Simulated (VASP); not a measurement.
# Zn3N2 (Ia-3) in VASP: a series of runs, part 4 of 4

VASP 6.6.1. Earlier steps stand in the parts before.

## Step 5: Relaxation of cell and atoms, PBEsol

This run uses another cell than the first one, of 11.41 Å³/atom.

INCAR reads:

```
SYSTEM = Zn3N2
PREC = Accurate
ENCUT = 600
EDIFF = 1E-7
ISMEAR = 0
SIGMA = 0.03
LREAL = Auto
LASPH = .TRUE.
NELM = 80
ALGO = Normal
ISIF = 3
LWAVE = .FALSE.
LCHARG = .FALSE.
GGA = PS
IBRION = 2
NSW = 90
EDIFFG = -0.005
KPAR = 8
```

KPOINTS reads:

```
regular mesh
0
G
  4 4 4
  0 0 0
```

POSCAR reads:

```
Zn3N2                                   
1.0
   -4.8501324215      4.8501324215      4.8501324215
    4.8501324215     -4.8501324215      4.8501324215
    4.8501324215      4.8501324215     -4.8501324215
  Zn              N             
    24    16
Direct
     0.2773197462868282    0.0262340676221147    0.0488714905276760
     0.7489143213352867    0.2226802537131718    0.2715517442408477
     0.0226374229055613    0.4737659323778853    0.7510856786647133
     0.4773625770944387    0.2284482557591521    0.4511285094723240
     0.4511285094723240    0.4773625770944387    0.2284482557591521
     0.0262340676221147    0.0488714905276760    0.2773197462868282
     0.2715517442408477    0.7489143213352867    0.2226802537131718
     0.4737659323778853    0.7510856786647133    0.0226374229055613
     0.7510856786647133    0.0226374229055613    0.4737659323778853
     0.2226802537131718    0.2715517442408477    0.7489143213352867
     0.0488714905276760    0.2773197462868282    0.0262340676221147
     0.2284482557591521    0.4511285094723240    0.4773625770944387
     0.5262340676221147    0.2489143213352865    0.9773625770944385
     0.7284482557591520    0.2510856786647134    0.7773197462868282
     0.9737659323778853    0.9511285094723240    0.7226802537131718
     0.5488714905276760    0.5226374229055615    0.7715517442408480
     0.5226374229055615    0.7715517442408480    0.5488714905276760
     0.9773625770944385    0.5262340676221147    0.2489143213352865
     0.2510856786647134    0.7773197462868282    0.7284482557591520
     0.7226802537131718    0.9737659323778853    0.9511285094723240
     0.2489143213352865    0.9773625770944385    0.5262340676221147
     0.7773197462868282    0.7284482557591520    0.2510856786647134
     0.9511285094723240    0.7226802537131718    0.9737659323778853
     0.7715517442408480    0.5488714905276760    0.5226374229055615
     0.7299986042387195    0.4799986042387196    0.2500000000000000
     0.7500000000000000    0.7700013957612805    0.0200013957612804
     0.0200013957612804    0.7500000000000000    0.7700013957612805
     0.2500000000000000    0.7299986042387195    0.4799986042387196
     0.4799986042387196    0.2500000000000000    0.7299986042387195
     0.7700013957612805    0.0200013957612804    0.7500000000000000
     0.2700013957612804    0.5200013957612805    0.7500000000000000
     0.2500000000000000    0.2299986042387196    0.9799986042387195
     0.9799986042387195    0.2500000000000000    0.2299986042387196
     0.7500000000000000    0.2700013957612804    0.5200013957612805
     0.5200013957612805    0.7500000000000000    0.2700013957612804
     0.2299986042387196    0.9799986042387195    0.2500000000000000
     0.5000000000000000    0.0000000000000000    1.0000000000000000
     0.0000000000000000    0.0000000000000000    0.5000000000000000
     0.0000000000000000    0.5000000000000000    1.0000000000000000
     0.5000000000000000    0.5000000000000000    0.5000000000000000
```

Potentials or basis: VASP PAW PBE potentials, release 64 (Zn, N).

The run is started by

```console
$ cat potpaw_PBE.64/Zn/POTCAR potpaw_PBE.64/N/POTCAR > POTCAR
$ mpirun -np 8 vasp_std > vasp.out
```

OUTCAR:

```text
SYSTEM = Zn3N2
   PREC = Accurate
   ENCUT = 600
   EDIFF = 1E-7
   ISMEAR = 0
   LREAL = Auto
   LASPH = .TRUE.
   NELM = 80
   ISIF = 3
   GGA = PS
   IBRION = 2
   NSW = 90
   EDIFFG = -0.005

 ion  position               nearest neighbor table
   1  0.277  0.026  0.049-  36 1.99  32 2.04  37 2.11  27 2.28  13 2.69  19 2.69  15 2.74  23 2.74
                             4 2.76
   2  0.749  0.223  0.272-  34 1.99  33 2.04  37 2.11  25 2.28  13 2.69  20 2.69  18 2.74  24 2.74
                             9 2.76
   3  0.023  0.474  0.751-  31 1.99  34 2.04  39 2.11  27 2.28  14 2.69  23 2.69  19 2.74  24 2.74
                            10 2.76
   4  0.477  0.228  0.451-  36 1.99  34 2.04  40 2.11  29 2.28  16 2.69  24 2.69  21 2.74  14 2.74
                             1 2.76
   5  0.451  0.477  0.228-  32 1.99  35 2.04  40 2.11  25 2.28  17 2.69  24 2.69  22 2.74  13 2.74
                            11 2.76
   6  0.026  0.049  0.277-  33 1.99  36 2.04  38 2.11  26 2.28  22 2.69  21 2.69  20 2.74  23 2.74
                            12 2.76
   7  0.272  0.749  0.223-  35 1.99  36 2.04  39 2.11  28 2.28  18 2.69  23 2.69  21 2.74  17 2.74
                             8 2.76
   8  0.474  0.751  0.023-  35 1.99  31 2.04  37 2.11  26 2.28  19 2.69  20 2.69  22 2.74  16 2.74
                             7 2.76
   9  0.751  0.023  0.474-  34 1.99  35 2.04  38 2.11  30 2.28  15 2.69  22 2.69  14 2.74  17 2.74
[... 33 lines left out ...]
  27  0.020  0.750  0.770-  24 1.99  15 1.99  23 2.04  19 2.04   1 2.28   3 2.28
  28  0.250  0.730  0.480-  19 1.99  21 1.99  17 2.04  18 2.04   7 2.28  12 2.28
  29  0.480  0.250  0.730-  13 1.99  14 1.99  16 2.04  21 2.04   4 2.28  10 2.28
  30  0.770  0.020  0.750-  17 1.99  20 1.99  14 2.04  15 2.04   9 2.28  11 2.28
[... 8 lines left out ...]
  39  0.000  0.500  0.000-   3 2.11  18 2.11  11 2.11  14 2.11   7 2.11  23 2.11
  40  0.500  0.500  0.500-   4 2.11   5 2.11  12 2.11  16 2.11  17 2.11  24 2.11

  LATTYP: Found a body centered cubic cell.
 ALAT       =     9.7002648430

  Lattice vectors:

 A1 = (  -4.8501324215,   4.8501324215,   4.8501324215)
 A2 = (   4.8501324215,  -4.8501324215,   4.8501324215)
 A3 = (   4.8501324215,   4.8501324215,  -4.8501324215)

Analysis of symmetry for initial positions (statically):
=====================================================================
 Subroutine PRICEL returns:
 Original cell was already a primitive cell.

[... 218 lines left out ...]
 maximum number of plane-waves:     15299
 NGX is ok and might be reduce to    70
   NGX = 33   NGY = 33   NGZ = 33

--------------------------------------- Ionic step        1  -------------------------------------------

 number of electron     368.0000076 magnetization

 Free energy of the ion-electron system (eV)
  ---------------------------------------------------
  ext. energy  EPLUGINS =         0.00000000
  ---------------------------------------------------
  free energy    TOTEN  =      -173.93810689 eV

  energy without entropy =     -173.93729520  energy(sigma->0) =     -173.93770105

------------------------ aborting loop because EDIFF is reached ----------------------------------------

  FORCE on cell =-STRESS in cart. coord.  units (eV):
  Direction    XX          YY          ZZ          XY          YZ          ZX
  --------------------------------------------------------------------------------------
  -------------------------------------------------------------------------------------
  Total        0.1565283      0.1565283      0.1565283     -0.0000000      0.0000000     -0.0000000
  in kB        0.5495189      0.5495189      0.5495189     -0.0000000      0.0000000     -0.0000000
  external PRESSURE =       0.5495189 kB  Pullay stress =       0.0000000 kB
[... 209 lines left out ...]
--------------------------------------- Ionic step        4  -------------------------------------------

 number of electron     368.0000076 magnetization

 Free energy of the ion-electron system (eV)
  ---------------------------------------------------
  ext. energy  EPLUGINS =         0.00000000
  ---------------------------------------------------
  free energy    TOTEN  =      -173.93827256 eV

  energy without entropy =     -173.93746131  energy(sigma->0) =     -173.93786694

 E-fermi :   3.0023     XC(G=0): -11.9457

 val. band max:        2.9920906278   @ k =   0.0000   0.0000   0.0000
 cond. band min:       3.9822040789   @ k =   0.2500   0.0000   0.0000
 fundamental gap:      0.9901134510
 Fermi energy:         3.0022854941

 k-point     1 :       0.0000    0.0000    0.0000
  band No.  band energies     occupation
      1     -12.4917      2.00000
      2     -11.3800      2.00000
      3     -11.3800      2.00000
      4     -11.3342      2.00000
      5     -11.3342      2.00000
      6     -11.3342      2.00000
[... 1581 lines left out ...]
    195       7.4632      0.00000
    196       7.4632      0.00000
 [bands above 196 left out]

------------------------ aborting loop because EDIFF is reached ----------------------------------------

  FORCE on cell =-STRESS in cart. coord.  units (eV):
  Direction    XX          YY          ZZ          XY          YZ          ZX
  --------------------------------------------------------------------------------------
  -------------------------------------------------------------------------------------
  Total       -0.0435439     -0.0435439     -0.0435439     -0.0000000      0.0000000      0.0000000
  in kB       -0.1527979     -0.1527979     -0.1527979     -0.0000000      0.0000000      0.0000000
  external PRESSURE =      -0.1527979 kB  Pullay stress =       0.0000000 kB
[... 55 lines left out ...]
  FREE ENERGIE OF THE ION-ELECTRON SYSTEM (eV)
  ---------------------------------------------------
  free  energy   TOTEN  =      -173.9382725625 eV

  energy  without entropy=     -173.9374613149  energy(sigma->0) =     -173.93786694

 reached required accuracy - stopping structural energy minimisation
```

OSZICAR:

```text
N       E                     dE             d eps       ncg     rms          rms(c)
DAV:   1     0.491895640137E+04    0.49190E+04   -0.16951E+05  3520   0.280E+03
DAV:   2     0.945569446006E+03   -0.39734E+04   -0.38104E+04  3520   0.740E+02
DAV:   3    -0.473021749725E+02   -0.99287E+03   -0.92498E+03  3564   0.276E+02
DAV:   4    -0.197164091446E+03   -0.14986E+03   -0.14544E+03  3964   0.105E+02
[... 37 lines left out ...]
DAV:   2    -0.173938277627E+03    0.17195E-04   -0.48115E-04  4344   0.113E-01    0.240E-02
DAV:   3    -0.173938274276E+03    0.33511E-05   -0.19571E-05  3816   0.152E-02    0.135E-02
DAV:   4    -0.173938272713E+03    0.15629E-05   -0.50859E-06  3928   0.655E-03    0.253E-03
DAV:   5    -0.173938272601E+03    0.11258E-06   -0.12220E-06  4328   0.445E-03    0.121E-03
DAV:   6    -0.173938272562E+03    0.38053E-07   -0.14288E-07  2024   0.139E-03
   4 F= -.17393827E+03 E0= -.17393787E+03  d E =-.525061E-04
```

Wall time 32 min (8 MPI ranks of AMD EPYC 7R43 (Zen 3), shared host); peak memory 1.2 GiB.

What came out:

| Property | Result |
| --- | --- |
| Free energy | -173.9383 eV |
| Relaxed volume | 11.41 Å³/atom |
| Relaxed cell | a = 8.402 Å, b = 8.402 Å, c = 8.402 Å, α = 109.47°, β = 109.47°, γ = 109.47° |
| Space group after relaxing (to 0.1 Å) | Ia-3 (No. 206) |
| Energy gained by relaxing | 0.0 meV/atom |
| Ionic steps | 4 |
| Pressure after relaxing | 0.0 GPa |
| Largest force after relaxing | 0.003 eV/Å |
| Band gap on the k mesh | zero (filled and empty bands touch) |

Forces on the atoms (eV/Å):
```
Zn   0.000 -0.002 -0.001
Zn   0.001  0.000  0.002
Zn   0.000 -0.002  0.001
Zn   0.000  0.002 -0.001
Zn  -0.001  0.000  0.002
Zn  -0.002 -0.001  0.000
Zn   0.002  0.001  0.000
Zn  -0.002  0.001  0.000
Zn   0.001  0.000 -0.002
Zn   0.000  0.002  0.001
Zn  -0.001  0.000 -0.002
Zn   0.002 -0.001  0.000
Zn   0.002 -0.001  0.000
Zn  -0.002 -0.001  0.000
Zn   0.002  0.001  0.000
Zn   0.001  0.000 -0.002
Zn   0.000 -0.002  0.001
Zn   0.000  0.002 -0.001
Zn  -0.001  0.000 -0.002
Zn   0.000  0.002  0.001
Zn  -0.001  0.000  0.002
Zn   0.000 -0.002 -0.001
Zn   0.001  0.000  0.002
Zn  -0.002  0.001  0.000
N    0.000  0.000  0.003
N   -0.003  0.000  0.000
N    0.000 -0.003  0.000
N    0.003  0.000  0.000
N    0.000  0.003  0.000
N    0.000  0.000 -0.003
N    0.000  0.000 -0.003
N    0.003  0.000  0.000
N    0.000  0.003  0.000
N   -0.003  0.000  0.000
N    0.000 -0.003  0.000
N    0.000  0.000  0.003
N    0.000  0.000  0.000
N    0.000  0.000  0.000
N    0.000  0.000  0.000
N    0.000  0.000  0.000
```

The path:
| step | energy change (eV) | largest force (eV/Å) | pressure (GPa) | volume (Å³) |
| --- | --- | --- | --- | --- |
| 1 | 0.0000 | 0.0076 | 0.05 | 456.37 |
| 2 | -0.0001 | 0.0060 | -0.03 | 456.63 |
| 3 | -0.0001 | 0.0059 | -0.03 | 456.63 |
| 4 | -0.0002 | 0.0030 | -0.02 | 456.58 |

Final structure:
```cif
data_structure
_symmetry_space_group_name_H-M 'P 1'
_symmetry_Int_Tables_number 1
_cell_length_a 8.4020
_cell_length_b 8.4020
_cell_length_c 8.4020
_cell_angle_alpha 109.471
_cell_angle_beta 109.471
_cell_angle_gamma 109.471
_cell_volume 456.58
loop_
_atom_site_label
_atom_site_type_symbol
_atom_site_fract_x
_atom_site_fract_y
_atom_site_fract_z
_atom_site_occupancy
Zn1 Zn 0.27730 0.02619 0.04877 1
Zn2 Zn 0.74889 0.22270 0.27147 1
Zn3 Zn 0.02258 0.47381 0.75111 1
Zn4 Zn 0.47742 0.22853 0.45123 1
Zn5 Zn 0.45123 0.47742 0.22853 1
Zn6 Zn 0.02619 0.04877 0.27730 1
Zn7 Zn 0.27147 0.74889 0.22270 1
Zn8 Zn 0.47381 0.75111 0.02258 1
Zn9 Zn 0.75111 0.02258 0.47381 1
Zn10 Zn 0.22270 0.27147 0.74889 1
Zn11 Zn 0.04877 0.27730 0.02619 1
Zn12 Zn 0.22853 0.45123 0.47742 1
Zn13 Zn 0.52619 0.24889 0.97742 1
Zn14 Zn 0.72853 0.25111 0.77730 1
Zn15 Zn 0.97381 0.95123 0.72270 1
Zn16 Zn 0.54877 0.52258 0.77147 1
Zn17 Zn 0.52258 0.77147 0.54877 1
Zn18 Zn 0.97742 0.52619 0.24889 1
Zn19 Zn 0.25111 0.77730 0.72853 1
Zn20 Zn 0.72270 0.97381 0.95123 1
Zn21 Zn 0.24889 0.97742 0.52619 1
Zn22 Zn 0.77730 0.72853 0.25111 1
Zn23 Zn 0.95123 0.72270 0.97381 1
Zn24 Zn 0.77147 0.54877 0.52258 1
N1 N 0.73007 0.48007 0.25000 1
N2 N 0.75000 0.76993 0.01993 1
N3 N 0.01993 0.75000 0.76993 1
N4 N 0.25000 0.73007 0.48007 1
N5 N 0.48007 0.25000 0.73007 1
N6 N 0.76993 0.01993 0.75000 1
N7 N 0.26993 0.51993 0.75000 1
N8 N 0.25000 0.23007 0.98007 1
N9 N 0.98007 0.25000 0.23007 1
N10 N 0.75000 0.26993 0.51993 1
N11 N 0.51993 0.75000 0.26993 1
N12 N 0.23007 0.98007 0.25000 1
N13 N 0.50000 0.00000 0.00000 1
N14 N 0.00000 0.00000 0.50000 1
N15 N 0.00000 0.50000 0.00000 1
N16 N 0.50000 0.50000 0.50000 1
```

Caveat: the PAW data sets were made with another functional, which shifts forces and pressure a little.
